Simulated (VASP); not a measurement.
A run of VASP 6.6.1 is set up as follows.

Contents of INCAR:

```
SYSTEM = Te
PREC = Accurate
ENCUT = 520
EDIFF = 1E-6
ISMEAR = -1
SIGMA = 0.1
LREAL = .False.
LASPH = .True.
NELM = 60
ALGO = Normal
ISIF = 2
LWAVE = .False.
LCHARG = .False.
GGA = PE
NBANDS = 9
```

Contents of KPOINTS:

```
regular mesh
0
Gamma
  14 14 13
  0 0 0
```

The input POSCAR:

```
Te
1.0
    3.2250924038      0.0000000000      0.0000000000
   -1.6125462019      2.7930119512      0.0000000000
    0.0000000000      0.0000000000      3.0299826309
Te
1
Direct
    0.0000000000      0.0000000000      0.0000000000
```

Potentials or basis: VASP PAW PBE potentials, release 64 (Te).

Run with:

```bash
$ cat potpaw_PBE.64/Te/POTCAR > POTCAR
$ mpirun -np 1 vasp_std > vasp.out
```

(1) Estimate the pressure.

(2) Predict the band gap on the k mesh.

Results:

(1) 9.0 GPa.

(2) zero (band 3 reaches 12.99 eV, above the bottom of band 4 at 5.68 eV).

Caveat: spin-orbit coupling is left out, which moves the levels of the heavy elements.
